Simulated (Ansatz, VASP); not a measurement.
# Hf2S in VASP and in Ansatz

INCAR

```
SYSTEM = Hf2S
PREC     = Accurate       ! precision mode
ENCUT    = 520            ! plane-wave cutoff, eV
EDIFF    = 1E-6           ! SCF threshold, eV
ISMEAR   = 1              ! smearing method
SIGMA    = 0.01           ! smearing width, eV
LREAL    = .False.        ! projectors in reciprocal space
LASPH    = .True.         ! aspherical terms in the spheres
NELM     = 60             ! most SCF steps
ALGO     = Normal         ! electronic algorithm
ISIF     = 2              ! what is computed and relaxed
LWAVE    = .False.        ! write WAVECAR
LCHARG   = .True.         ! write CHGCAR
GGA      = PS             ! functional
LELF     = .True.         ! ELF
LVHAR    = .True.       
NBANDS   = 35             ! bands
```

KPOINTS

```
regular mesh
0
Gamma
  12 12 4
  0 0 0
```

POSCAR

```
Hf2S
1.0
    3.3742737662      0.0000000000      0.0000000000
   -1.6871368831      2.9222068008      0.0000000000
    0.0000000000      0.0000000000     11.7174070300
Hf S
4 2
Direct
    0.6666666667      0.3333333333      0.8998116400
    0.3333333333      0.6666666667      0.3998116400
    0.6666666667      0.3333333333      0.6001883600
    0.3333333333      0.6666666667      0.1001883600
    0.0000000000      0.0000000000      0.7500000000
    0.0000000000      0.0000000000      0.2500000000
```

Input for Ansatz:

```yaml
crystal:
  lattice:
    - [3.3742737662, 0.0, 0.0]
    - [-1.6871368831, 2.9222068008, 0.0]
    - [0.0, 0.0, 11.71740703]
  atoms:
    - { symbol: Hf, position: [0.6666666667, 0.3333333333, 0.89981164] }
    - { symbol: Hf, position: [0.3333333333, 0.6666666667, 0.39981164] }
    - { symbol: Hf, position: [0.6666666667, 0.3333333333, 0.60018836] }
    - { symbol: Hf, position: [0.3333333333, 0.6666666667, 0.10018836] }
    - { symbol: S, position: [0.0, 0.0, 0.75] }
    - { symbol: S, position: [0.0, 0.0, 0.25] }
basis:
  ecutwfc: 420
kpoints:
  mp_grid: { grid: [12, 12, 4] }
hamiltonian:
  xc: pbesol
scf:
  occupations: { method: methfessel_paxton, width: 0.01 }
output:
  forces: true
  stress: true
  eigenvalues: true
```

Alike in both runs: task single point; functional PBEsol; k mesh 12 × 12 × 4; occupations methfessel-paxton of order 1, width 0.01 eV; no spin polarisation.

```csv
,VASP,Ansatz
version,VASP 6.6.1,Ansatz 0.2.0
potentials or method,"VASP PAW PBE potentials, release 64 (Hf_pv, S), cutoff 520 eV","scalar-relativistic, plane waves, PAW"
valence electrons in the cell,52,116
```

|  | VASP | Ansatz | Ansatz less VASP |
| --- | --- | --- | --- |
| gap on the k mesh at the Fermi level (eV) | none | none | - |
| pressure (GPa) | -3.3 | -2.8 | +0.46 |
| traceless stress, the component that is largest in VASP (GPa) | 0.19 | 0.19 | +0.001 |
| rms of the force components (eV/Å) | 0.110 | 0.113 | +0.0033 |

VASP's potentials were made for PBE, not for PBEsol. Atom by atom the forces differ by 0.003 eV/Å (rms over components). A gap of «none» marks a metal or a gap that the smearing closes. VASP's potentials hold 52 valence electrons a cell and Ansatz's 116, so a difference there can come from the potentials and not from the codes.

Spin-orbit coupling is off throughout.
